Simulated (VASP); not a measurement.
# La: electric field gradients with r2SCAN

The system is La.

```
La
1.0
     0.00000    2.66133    2.66133
     2.66133    0.00000    2.66133
     2.66133    2.66133    0.00000
La
1
Direct
  0.00000 0.00000 0.00000
```

| Property | Result |
| --- | --- |
| Program | VASP 6.6.1 |
| Task | electric field gradients |
| Functional | r2SCAN |
| Potentials or basis | VASP PAW PBE potentials, release 64 (La) |
| Cutoff | 520 eV |
| k mesh | 13 × 13 × 13 |
| Occupations | fermi-dirac, width 0.08 eV |
| Spin | no spin polarisation |
| Dipole correction | no |
| Further INCAR settings | ALGO = Normal; EDIFF = 1e-08; NBANDS = 12 |

* Pressure: -0.4 GPa

Levels at points of the mesh, in eV from the Fermi level:
```
           k point  band 3  band 4  band 5  band 6  band 7  band 8
(0.00, 0.00, 0.00)  -16.60  -16.60   -3.32    1.52    1.66    1.66
```

Wall time 4.3 min on 1 thread of AMD EPYC 7R43 64-Core Processor (Zen 3), on a shared host, peak memory 0.17 GiB.

Caveat: without QUAD_EFG the Cq values of the log hold for a quadrupole moment of 1 mb, not for the nuclei; the PAW data sets were made with another functional, which shifts forces and pressure a little; spin-orbit coupling is left out, which moves the levels of the heavy elements.
